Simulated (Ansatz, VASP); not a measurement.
**Ge7Cl: VASP beside Ansatz**

```xyz
8
Lattice="6.1476 0.0000 0.0000 -3.0738 5.3240 0.0000 0.0000 0.0000 5.7125" Properties=species:S:1:pos:R:3 pbc="T T T"
Ge    2.1544    0.0000    2.8562
Ge   -1.0772    1.8658    2.8562
Ge    1.9966    3.4582    2.8562
Ge    3.9932    0.0000    2.8562
Ge   -1.9966    3.4582    2.8562
Ge    1.0772    1.8658    2.8562
Ge    0.0000    0.0000    2.8562
Cl    0.0000    0.0000    0.0000
```

Alike in both runs: task single point; functional PBE; k mesh 3 × 3 × 4; occupations gaussian, width 0.1 eV; no spin polarisation.

```csv
,VASP,Ansatz
version,VASP 6.6.1,Ansatz 0.2.0
potentials or method,"VASP PAW PBE potentials, release 64 (Ge_d, Cl), cutoff 520 eV","scalar-relativistic, plane waves, PAW"
valence electrons in the cell,105,105
```

VASP gave:

| Property | Result |
| --- | --- |
| gap on the k mesh at the Fermi level (eV) | none |
| rms of the force components (eV/Å) | 3.612 |

Which values does Ansatz return?

gap on the k mesh at the Fermi level (eV): none; rms of the force components (eV/Å): 3.012.

Atom by atom the forces differ by 0.600 eV/Å (rms over components). A gap of «none» marks a metal or a gap that the smearing closes.

The k mesh is coarse, so the values compare programs but aren't converged.
